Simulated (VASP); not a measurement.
Input of a VASP 6.6.1 run:

Contents of INCAR:

```
ALGO = Normal
EDIFF = 1E-6
ENCUT = 500
GGA = CA
GGA_COMPAT = False
ISIF = 2
ISMEAR = 1
LASPH = True
LCHARG = False
LREAL = False
LWAVE = False
NBANDS = 21
NELM = 120
PREC = Accurate
SIGMA = 0.1
```

KPOINTS

```
k-points
0
Gamma
  9 9 5
```

Contents of POSCAR:

```
Ru
1.0
    2.6713974869      0.0000000000      0.0000000000
   -1.3356987434      2.3134980873      0.0000000000
    0.0000000000      0.0000000000      4.2320369989
Ru
2
Direct
    0.3333333333      0.6666666667      0.2500000000
    0.6666666667      0.3333333333      0.7500000000
```

Potentials or basis: VASP PAW LDA potentials, release 64 (Ru_pv).

Launch:

```bash
$ cat potpaw_LDA.64/Ru_pv/POTCAR > POTCAR
$ mpirun -np 1 vasp_std > vasp.out
```

Estimate the pressure.

1.0 GPa.

What does it give for the band gap on the k mesh?

Zero (band 14 reaches 14.95 eV, above the bottom of band 15 at 11.70 eV).

Stress tensor (GPa, compression positive):
```
0.83 0.00 0.00
0.00 0.83 0.00
0.00 0.00 1.23
```
